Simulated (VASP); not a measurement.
# Li5Be (P-62m) in VASP: a series of runs, part 2 of 2

VASP 6.6.1. The steps go on from the part before.

**3. Relaxation of cell and atoms, PBE**

This run uses another cell than the first one, of 14.11 Å³/atom, 0.874 times its volume.

File INCAR:

```
ALGO = Normal
EDIFF = 1E-7
EDIFFG = -0.01
ENCUT = 600
GGA = PE
IBRION = 2
ISIF = 3
ISMEAR = 0
LASPH = True
LCHARG = False
LREAL = False
LWAVE = False
NELM = 100
NSW = 100
PREC = Accurate
SIGMA = 0.1
```

File KPOINTS:

```
k-points
0
Gamma
  12 12 8
```

File POSCAR:

```
Li5Be
1.0
    4.7251905400      0.0000000000      0.0000000000
   -2.3625952700      4.0921350400      0.0000000000
    0.0000000000      0.0000000000      4.3772216400
Li Be
5 1
Direct
    0.0000000000      0.6714212300      0.0000000000
    0.6714212300      0.0000000000      0.0000000000
    0.3285787700      0.3285787700      0.0000000000
    0.6666666700      0.3333333300      0.5000000000
    0.3333333300      0.6666666700      0.5000000000
    0.0000000000      0.0000000000      0.5000000000
```

Potentials or basis: VASP PAW PBE potentials, release 64 (Li_sv, Be).

Command:

```
cat potpaw_PBE.64/Li_sv/POTCAR potpaw_PBE.64/Be/POTCAR > POTCAR
mpirun -np 1 vasp_std > vasp.out
```

OUTCAR:

```text
EDIFF = 1E-7
   EDIFFG = -0.01
   ENCUT = 600
   GGA = PE
   IBRION = 2
   ISIF = 3
   ISMEAR = 0
   LASPH = True
   LREAL = False
   NELM = 100
   NSW = 100
   PREC = Accurate

 ion  position               nearest neighbor table
   1  0.000  0.671  0.000-
   2  0.671  0.000  0.000-
   3  0.329  0.329  0.000-
   4  0.667  0.333  0.500-
   5  0.333  0.667  0.500-
   6  0.000  0.000  0.500-

  LATTYP: Found a hexagonal cell.
 ALAT       =     4.7251905400
 C/A-ratio  =     0.9263587580

  Lattice vectors:

 A1 = (   4.7251905400,   0.0000000000,   0.0000000000)
 A2 = (  -2.3625952700,   4.0921350400,   0.0000000000)
 A3 = (   0.0000000000,   0.0000000000,   4.3772216400)

Analysis of symmetry for initial positions (statically):
=====================================================================
 Subroutine PRICEL returns:
 Original cell was already a primitive cell.

 Routine SETGRP: Setting up the symmetry group for a
 hexagonal supercell.

 Subroutine GETGRP returns: Found 12 space group operations
 (whereof 12 operations were pure point group operations)
 out of a pool of 24 trial point group operations.

The static configuration has the point symmetry D_3h.

Analysis of symmetry for dynamics (positions and initial velocities):
=====================================================================
 Subroutine PRICEL returns:
 Original cell was already a primitive cell.
[... 159 lines left out ...]

 Free energy of the ion-electron system (eV)
  ---------------------------------------------------
  ext. energy  EPLUGINS =         0.00000000
  ---------------------------------------------------
  free energy    TOTEN  =       -12.18009469 eV

  energy without entropy =      -12.16846051  energy(sigma->0) =      -12.17427760

 E-fermi :   1.7476     XC(G=0):  -8.1247

 val. band max:        1.7461230914   @ k =   0.4167   0.0833   0.5000
 cond. band min:       1.7504707061   @ k =   0.0833   0.0833   0.1250
 fundamental gap:      0.0043476147
 Fermi energy:         1.7475658866

 k-point     1 :       0.0000    0.0000    0.0000
  band No.  band energies     occupation
      1     -44.1359      2.00000
      2     -44.0822      2.00000
      3     -44.0822      2.00000
      4     -43.9234      2.00000
      5     -43.8951      2.00000
      6      -3.0180      2.00000
      7       1.3633      2.00000
      8       2.6834      0.00000
      9       2.6834      0.00000
     10       3.3925      0.00000
     11       4.2556      0.00000
     12       4.2556      0.00000
[... 624 lines left out ...]
--------------------------------------- Ionic step        8  -------------------------------------------

 number of electron      17.0000017 magnetization

 Free energy of the ion-electron system (eV)
  ---------------------------------------------------
  ext. energy  EPLUGINS =         0.00000000
  ---------------------------------------------------
  free energy    TOTEN  =       -12.33708190 eV

  energy without entropy =      -12.32515595  energy(sigma->0) =      -12.33111893

 E-fermi :   1.2720     XC(G=0):  -7.7537

 val. band max:        1.2695586311   @ k =   0.3333   0.0000   0.2500
 cond. band min:       1.2849982330   @ k =   0.2500   0.0000   0.0000
 fundamental gap:      0.0154396019
 Fermi energy:         1.2719917916

 k-point     1 :       0.0000    0.0000    0.0000
  band No.  band energies     occupation
      1     -44.8081      2.00000
      2     -44.7701      2.00000
      3     -44.7701      2.00000
      4     -44.6661      2.00000
      5     -44.6469      2.00000
      6      -3.3071      2.00000
      7       0.8579      2.00000
      8       2.2250      0.00000
      9       2.2250      0.00000
     10       2.4916      0.00000
     11       3.5673      0.00000
     12       3.5673      0.00000
[... 378 lines left out ...]
  FREE ENERGIE OF THE ION-ELECTRON SYSTEM (eV)
  ---------------------------------------------------
  free  energy   TOTEN  =       -12.3370819040 eV

  energy  without entropy=      -12.3251559518  energy(sigma->0) =      -12.33111893

 reached required accuracy - stopping structural energy minimisation
```

CONTCAR:

```text
Li5Be
   1.00000000000000
     4.9172951344412574   -0.0000000000000000    0.0000000000000000
    -2.4586475672206287    4.2585024983180819   -0.0000000000000000
    -0.0000000000000000   -0.0000000000000000    4.6104398504483477
  Li              Be
     5     1
Direct
     0.0000000000001570    0.6892900483309948    0.0000000000000000
     0.6892900483306809    0.0000000000000000    0.0000000000000000
     0.3107099516691622    0.3107099516690051    0.0000000000000000
     0.6666666699999979    0.3333333300000021    0.5000000000000000
     0.3333333300000021    0.6666666699999979    0.5000000000000000
     1.0000000000000000    0.0000000000000000    0.5000000000000000

  0.00000000E+00  0.00000000E+00  0.00000000E+00
  0.00000000E+00  0.00000000E+00  0.00000000E+00
  0.00000000E+00  0.00000000E+00  0.00000000E+00
  0.00000000E+00  0.00000000E+00  0.00000000E+00
  0.00000000E+00  0.00000000E+00  0.00000000E+00
  0.00000000E+00  0.00000000E+00  0.00000000E+00
```

It took 4.4 min on 1 thread of Intel Xeon 6975P-C (Granite Rapids), shared host; peak memory 0.3 GiB.

Results:

* Free energy: -12.3371 eV
* Relaxed volume: 16.09 Å³/atom
* Relaxed cell: a = 4.917 Å, b = 4.917 Å, c = 4.610 Å, α = 90.00°, β = 90.00°, γ = 120.00°
* Space group after relaxing (to 0.05 Å): P-62m (No. 189)
* Energy gained by relaxing: 26.2 meV/atom
* Ionic steps: 8
* Pressure after relaxing: 0.0 GPa

Stress tensor (GPa, compression positive):
```
 0.07  0.00  0.00
 0.00  0.07  0.00
 0.00  0.00 -0.06
```

The path:
```tsv
step	energy change (eV)	largest force (eV/Å)	pressure (GPa)	volume (Å³)
1	0.0000	0.3100	3.37	84.64
2	-0.0777	0.2547	2.10	88.33
3	-0.1477	0.1479	-0.03	96.39
4	-0.1483	0.1382	-0.21	97.23
5	-0.1524	0.1009	-0.13	96.98
6	-0.1567	0.0096	0.08	96.32
7	-0.1567	0.0004	0.06	96.37
8	-0.1570	0.0003	0.03	96.54
```

Final structure:
```
Li Be
1.0
     4.91730    0.00000    0.00000
    -2.45865    4.25850    0.00000
     0.00000    0.00000    4.61044
Li Be
5 1
Direct
  0.00000 0.68929 0.00000
  0.68929 0.00000 0.00000
  0.31071 0.31071 0.00000
  0.66667 0.33333 0.50000
  0.33333 0.66667 0.50000
  0.00000 0.00000 0.50000
```

Caveat: the cutoff is under 1.25 times the usual one of these potentials, so pressure, stress and relaxed cells hold a basis-set (Pulay) error.

**4. Single point, PBE**

File INCAR:

```
SYSTEM = Li5Be
  PREC = Accurate
  ENCUT = 520
  EDIFF = 1E-6
  ISMEAR = 0
  SIGMA = 0.1
  LREAL = .False.
  LASPH = .True.
  NELM = 100
  ALGO = Normal
  ISIF = 2
  LWAVE = .False.
  LCHARG = .False.
  GGA = PE
  NBANDS = 18
```

File KPOINTS:

```
Automatic mesh
0
Gamma
  12 12 8
  0 0 0
```

File POSCAR:

```
Li5Be
1.0
    4.9292344257      0.0000000000      0.0000000000
   -2.4646172128      4.2688422338      0.0000000000
    0.0000000000      0.0000000000      4.6038746023
Li Be
5 1
Direct
    0.0000000000      0.6897057166      0.0000000000
    0.6897057166      0.0000000000      0.0000000000
    0.3102942834      0.3102942834      0.0000000000
    0.6666666667      0.3333333333      0.5000000000
    0.3333333333      0.6666666667      0.5000000000
    0.0000000000      0.0000000000      0.5000000000
```

Command:

```
cat potpaw_PBE.64/Li_sv/POTCAR potpaw_PBE.64/Be/POTCAR > POTCAR
mpirun -np 1 vasp_std > vasp.out
```

Wall time 56 s (1 thread of Intel Xeon 6975P-C (Granite Rapids), shared host); peak memory 0.3 GiB.

The run converged. Its results:

```
Free energy : -12.3471 eV
```

Forces on the atoms (eV/Å):
```
Li   0.001 -0.002  0.000
Li  -0.002  0.000  0.000
Li   0.001  0.002  0.000
Li   0.000  0.000  0.000
Li   0.000  0.000  0.000
Be   0.000  0.000  0.000
```

Levels at points of the mesh, in eV from the Fermi level:
| k point | band 5 | band 6 | band 7 | band 8 | band 9 | band 10 | band 11 | band 12 |
| --- | --- | --- | --- | --- | --- | --- | --- | --- |
| (0.00, 0.00, 0.00) | -45.93 | -4.57 | -0.39 | 0.94 | 0.94 | 1.20 | 2.28 | 2.28 |
| (0.50, 0.00, 0.00) | -45.94 | -3.59 | -2.48 | -0.45 | 0.86 | 1.01 | 2.27 | 3.33 |
| (0.00, 0.00, 0.50) | -45.93 | -3.78 | -2.68 | 1.47 | 1.47 | 1.68 | 2.90 | 3.10 |
| (0.50, 0.00, 0.50) | -45.94 | -2.88 | -1.40 | -1.36 | -1.03 | 0.16 | 0.70 | 3.47 |

Caveat: the cutoff is under 1.25 times the usual one of these potentials, so pressure, stress and relaxed cells hold a basis-set (Pulay) error.

**5. Relaxation of cell and atoms, PBE**

File INCAR:

```
SYSTEM = Li5Be
PREC     = Accurate       ! precision mode
ENCUT    = 600            ! plane-wave cutoff, eV
EDIFF    = 1E-7           ! SCF threshold, eV
ISMEAR   = 0              ! smearing method
SIGMA    = 0.1            ! smearing width, eV
LREAL    = .False.        ! projectors in reciprocal space
LASPH    = .True.         ! aspherical terms in the spheres
NELM     = 100            ! most SCF steps
ALGO     = Normal         ! electronic algorithm
ISIF     = 3              ! what is computed and relaxed
LWAVE    = .False.        ! write WAVECAR
LCHARG   = .False.        ! write CHGCAR
GGA      = PE             ! functional
IBRION   = 2              ! ionic algorithm
NSW      = 100            ! ionic steps
EDIFFG   = -0.01          ! ionic threshold
```

File KPOINTS:

```
regular mesh
0
Gamma
  12 12 8
  0 0 0
```

POSCAR is that of step 4.

Potentials or basis: VASP PAW PBE potentials, release 64 (Li_sv, Be).

Command:

```
cat potpaw_PBE.64/Li_sv/POTCAR potpaw_PBE.64/Be/POTCAR > POTCAR
mpirun -np 1 vasp_std > vasp.out
```

OUTCAR:

```text
SYSTEM = Li5Be
   PREC = Accurate
   ENCUT = 600
   EDIFF = 1E-7
   ISMEAR = 0
   LREAL = .False.
   LASPH = .True.
   NELM = 100
   ISIF = 3
   GGA = PE
   IBRION = 2
   NSW = 100
   EDIFFG = -0.01

 ion  position               nearest neighbor table
   1  0.000  0.690  0.000-
   2  0.690  0.000  0.000-
   3  0.310  0.310  0.000-
   4  0.667  0.333  0.500-
[... 614 lines left out ...]
 [... further k-points ...]
[... 5 lines left out ...]
  --------------------------------------------------------------------------------------
  -------------------------------------------------------------------------------------
  Total       -0.0573095     -0.0573095     -0.0384281     -0.0000000      0.0000000      0.0000000
  in kB       -0.9494994     -0.9494994     -0.6366747     -0.0000000      0.0000000      0.0000000
  external PRESSURE =      -0.8452245 kB  Pullay stress =       0.0000000 kB

 VOLUME and BASIS-vectors are now :
 -----------------------------------------------------------------------------
  energy-cutoff  :      600.00
  volume of cell :       96.70
      direct lattice vectors                 reciprocal lattice vectors
     4.926038294 -0.000000000  0.000000000     0.203002888  0.117203772 -0.000000000
    -2.463019147  4.266074303  0.000000000     0.000000000  0.234407544 -0.000000000
     0.000000000  0.000000000  4.601676591    -0.000000000 -0.000000000  0.217312099

 POSITION                                       TOTAL-FORCE (eV/Angst)
 -----------------------------------------------------------------------------------
      3.22733      2.94224      4.60168         0.001467     -0.002541     -0.000000
      0.93439      4.26607      0.00000        -0.002934      0.000000     -0.000000
      0.76431      1.32383      0.00000         0.001467      0.002541      0.000000
      2.46302      1.42202      2.30084         0.000000     -0.000000      0.000000
     -0.00000      2.84405      2.30084         0.000000      0.000000      0.000000
     -2.46302      4.26607      2.30084         0.000000      0.000000      0.000000
 -----------------------------------------------------------------------------------
    total drift:                               -0.000000     -0.000001      0.000000

  FREE ENERGIE OF THE ION-ELECTRON SYSTEM (eV)
  ---------------------------------------------------
  free  energy   TOTEN  =       -12.3466387067 eV

  energy  without entropy=      -12.3348943747  energy(sigma->0) =      -12.34076654

 reached required accuracy - stopping structural energy minimisation
```

OSZICAR:

```text
N       E                     dE             d eps       ncg     rms          rms(c)
DAV:   1     0.592246174651E+02    0.59225E+02   -0.85029E+03  2280   0.149E+03
DAV:   2     0.556111353164E+01   -0.53664E+02   -0.51867E+02  2428   0.283E+02
[... 13 lines left out ...]
       N       E                     dE             d eps       ncg     rms          rms(c)
DAV:   1    -0.123466360166E+02   -0.10966E-03   -0.11006E-03  2548   0.437E-01    0.572E-02
DAV:   2    -0.123466596422E+02   -0.23626E-04   -0.45492E-04  3212   0.216E-01    0.514E-02
DAV:   3    -0.123466521156E+02    0.75266E-05   -0.75283E-05  3912   0.745E-02    0.417E-02
DAV:   4    -0.123466386273E+02    0.13488E-04   -0.17459E-05  3076   0.529E-02    0.251E-03
DAV:   5    -0.123466387276E+02   -0.10029E-06   -0.42493E-06  3524   0.191E-02    0.622E-04
DAV:   6    -0.123466387067E+02    0.20878E-07   -0.11625E-07  1932   0.431E-03
   2 F= -.12346639E+02 E0= -.12340767E+02  d E =-.112300E-03
```

Wall time 84 s (1 thread of Intel Xeon 6975P-C (Granite Rapids), shared host); peak memory 0.3 GiB.

Results:

```yaml
Free_energy: -12.3466 eV
Relaxed_volume: 16.12 Å³/atom
Relaxed_cell: a = 4.926 Å, b = 4.926 Å, c = 4.602 Å, α = 90.00°, β = 90.00°, γ = 120.00°
Space_group_after_relaxing_to_0.05_Å: P-62m (No. 189)
Energy_gained_by_relaxing: 0.0 meV/atom
Ionic_steps: 2
Pressure_after_relaxing: -0.1 GPa
```

Forces on the atoms (eV/Å):
```
Li   0.001 -0.003  0.000
Li  -0.003  0.000  0.000
Li   0.001  0.003  0.000
Li   0.000  0.000  0.000
Li   0.000  0.000  0.000
Be   0.000  0.000  0.000
```

Step by step:
| step | energy change (eV) | largest force (eV/Å) | pressure (GPa) | volume (Å³) |
| --- | --- | --- | --- | --- |
| 1 | 0.0000 | 0.0022 | -0.12 | 96.88 |
| 2 | -0.0001 | 0.0029 | -0.08 | 96.70 |

Final structure:
```
CELL_PARAMETERS angstrom
4.92604 0.00000 0.00000
-2.46302 4.26607 0.00000
0.00000 0.00000 4.60168
ATOMIC_POSITIONS crystal
Li 0.00000 0.68968 0.00000
Li 0.68968 0.00000 0.00000
Li 0.31032 0.31032 0.00000
Li 0.66667 0.33333 0.50000
Li 0.33333 0.66667 0.50000
Be 0.00000 0.00000 0.50000
```

Caveat: the cutoff is under 1.25 times the usual one of these potentials, so pressure, stress and relaxed cells hold a basis-set (Pulay) error.

**6. Single point, PBE**

This run uses another cell than the first one, of 14.11 Å³/atom, 0.874 times its volume.

File INCAR:

```
SYSTEM = Li5Be
  PREC = Accurate
  ENCUT = 520
  EDIFF = 1E-7
  ISMEAR = 0
  SIGMA = 0.1
  LREAL = .False.
  LASPH = .True.
  NELM = 80
  ALGO = Normal
  ISIF = 2
  LWAVE = .False.
  LCHARG = .False.
  GGA = PE
  NBANDS = 18
```

File KPOINTS:

```
Automatic mesh
0
Gamma
  6 6 4
  0 0 0
```

File POSCAR:

```
Li5Be
1.0
    4.7251905400      0.0000000000      0.0000000000
   -2.3625952700      4.0921350400      0.0000000000
    0.0000000000      0.0000000000      4.3772216400
Li Be
5 1
Direct
    0.0000000000      0.6714212300      0.0000000000
    0.6714212300      0.0000000000      0.0000000000
    0.3285787700      0.3285787700      0.0000000000
    0.6666666700      0.3333333300      0.5000000000
    0.3333333300      0.6666666700      0.5000000000
    0.0000000000      0.0000000000      0.5000000000
```

Potentials or basis: VASP PAW PBE potentials, release 64 (Li_sv, Be).

Command:

```
cat potpaw_PBE.64/Li_sv/POTCAR potpaw_PBE.64/Be/POTCAR > POTCAR
mpirun -np 1 vasp_std > vasp.out
```

It took 29 s on 1 thread of AMD EPYC 7R13 (Zen 3), shared host; peak memory 0.17 GiB.

The run converged. Its results:

- Free energy: -12.2077 eV
- Largest force: 0.331 eV/Å

Forces on the atoms (eV/Å):
```
Li  -0.166  0.287  0.000
Li   0.331  0.000  0.000
Li  -0.166 -0.287  0.000
Li   0.000  0.000  0.000
Li   0.000  0.000  0.000
Be   0.000  0.000  0.000
```

Levels at points of the mesh, in eV from the Fermi level:
```tsv
k point	band 6	band 7	band 8	band 9	band 10	band 11
(0.00, 0.00, 0.00)	-4.73	-0.35	0.97	0.97	1.68	2.54
(0.50, 0.00, 0.00)	-3.69	-2.57	-0.52	1.04	1.32	2.37
(0.00, 0.00, 0.50)	-3.86	-2.75	1.65	1.65	2.08	2.77
(0.50, 0.00, 0.50)	-2.86	-1.42	-1.40	-1.03	0.16	0.70
```

Caveat: the cutoff is under 1.25 times the usual one of these potentials, so pressure, stress and relaxed cells hold a basis-set (Pulay) error.

**7. Summary**

```tsv
task	cell	k mesh	cutoff (eV)	gap on the mesh (eV)	pressure (GPa)	relaxed volume (Å³/atom)
single point	a = 4.929, b = 4.929, c = 4.604 Å, angles 90.0, 90.0, 120.0°, 6 atoms	12 × 12 × 8	520	none	-	-
relaxation of cell and atoms	relaxed from a = 4.725, b = 4.725, c = 4.377 Å, angles 90.0, 90.0, 120.0°, 6 atoms	12 × 12 × 8	600	none	0.0	16.09
relaxation of cell and atoms	relaxed from a = 4.929, b = 4.929, c = 4.604 Å, angles 90.0, 90.0, 120.0°, 6 atoms	12 × 12 × 8	600	none	-0.1	16.12
single point	a = 4.725, b = 4.725, c = 4.377 Å, angles 90.0, 90.0, 120.0°, 6 atoms	6 × 6 × 4	520	none	-	-
```

Alike in all rows: level PBE; potentials or basis VASP PAW PBE potentials, release 64 (Li_sv, Be); no spin polarisation; smearing gaussian 0.1 eV.

Caveats: the cutoff is under 1.25 times the usual one of these potentials, so pressure, stress and relaxed cells hold a basis-set (Pulay) error.

Total energies depend on the potentials used, so only differences within one code and one set of settings carry meaning.
